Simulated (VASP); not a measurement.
Set up this calculation in VASP 6.6.1, as the native input.

```
Task                   : single point
Functional             : LDA
Potentials or basis    : VASP PAW LDA potentials, release 64 (Ru_pv)
Cutoff                 : 520 eV
k mesh                 : 21 × 21 × 10
Occupations            : gaussian, width 0.15 eV
Spin                   : no spin polarisation
Dipole correction      : no
Further INCAR settings : ALGO = Fast; EDIFF = 1e-06; NBANDS = 21
```

The structure of Ru lies in POSCAR:

```
Ru
1.0
    2.6740588025      0.0000000000      0.0000000000
   -1.3370294013      2.3158028542      0.0000000000
    0.0000000000      0.0000000000      4.2267610266
Ru
2
Direct
    0.2856421466      0.6062124705      0.2500000000
    0.7143578534      0.3937875295      0.7500000000
```

This cell differs from its parent crystal: atoms displaced along several vibrational modes.

One way to write it, as run:

INCAR

```
PREC = Accurate ; ENCUT = 520
EDIFF = 1E-6 ; ISMEAR = 0
SIGMA = 0.15 ; LREAL = F
LASPH = T ; NELM = 100
ALGO = Fast ; ISIF = 2
LWAVE = F ; LCHARG = F
GGA = CA ; NBANDS = 21
```

KPOINTS

```
Automatic mesh
0
Gamma
  21 21 10
```

Potentials or basis: VASP PAW LDA potentials, release 64 (Ru_pv).

Command:

```console
$ cat potpaw_LDA.64/Ru_pv/POTCAR > POTCAR
$ mpirun -np 1 vasp_std > vasp.out
```

It gave:

```
Pressure               : 5.4 GPa
Largest force          : 2.267 eV/Å
Band gap on the k mesh : zero (bands 14 and 15 overlap by 3.12 eV)
```

Caveat: the cell differs from its parent crystal (atoms displaced along several vibrational modes); the stress differs along the axes, from -4 to 12 GPa; forces of over 1 eV/Å act on the atoms, so gaps and moduli don't describe the material at rest.

Wall time 5.7 min on 1 thread of Oxide Virtual Turin-like Processor (shared host), peak memory 0.58 GiB.
